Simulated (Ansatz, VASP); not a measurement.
# Ce: VASP beside Ansatz

File INCAR:

```
ALGO = Normal ; EDIFF = 1E-7
ENCUT = 520 ; ISIF = 2
ISMEAR = -1 ; LASPH = True
LCHARG = False ; LREAL = False
LWAVE = False ; NBANDS = 19
NELM = 60 ; PREC = Accurate
SIGMA = 0.05
```

KPOINTS

```
k-points
0
Gamma
  15 15 7
```

Contents of POSCAR:

```
Ce
1.0
    3.0994752054      0.0000000000      0.0000000000
   -1.5497376027      2.6842242663      0.0000000000
    0.0000000000      0.0000000000      5.7474207930
Ce
2
Direct
    0.3333333333      0.6666666667      0.2500000000
    0.6666666667      0.3333333333      0.7500000000
```

Input for Ansatz:

```yaml
crystal:
  lattice:
    - [3.0994752054, 0.0, 0.0]
    - [-1.5497376027, 2.6842242663, 0.0]
    - [0.0, 0.0, 5.747420793]
  atoms:
    - { symbol: Ce, position: [0.3333333333, 0.6666666667, 0.25] }
    - { symbol: Ce, position: [0.6666666667, 0.3333333333, 0.75] }
kpoints:
  mp_grid: { grid: [15, 15, 7] }
scf:
  occupations: { method: fermi_dirac, width: 0.05 }
hamiltonian:
  xc: lda
  pseudopotentials: { kind: all_electron, lapw: { basis_error: 0.00025 } }
output:
  forces: true
  stress: true
  eigenvalues: true
```

Change from the starting cell: volume scaled by 0.9405.

Alike in both runs: task single point; functional LDA; k mesh 15 × 15 × 7; occupations fermi-dirac, width 0.05 eV; no spin polarisation.

|  | VASP | Ansatz |
| --- | --- | --- |
| version | VASP 6.6.1 | Ansatz 0.2.0 |
| potentials or method | VASP PAW LDA potentials, release 64 (Ce), cutoff 520 eV | all-electron LAPW, scalar-relativistic |

|  | VASP | Ansatz | Ansatz less VASP |
| --- | --- | --- | --- |
| pressure (GPa) | -3.2 | -2.7 | +0.56 |
| traceless stress, the component that is largest in VASP (GPa) | 0.15 | 0.10 | -0.048 |

LDA's correlation is that of Perdew and Zunger in VASP and of Perdew and Wang (1992) in Ansatz. Ansatz ran all-electron here, and VASP with PAW potentials.

Spin-orbit coupling is off throughout.
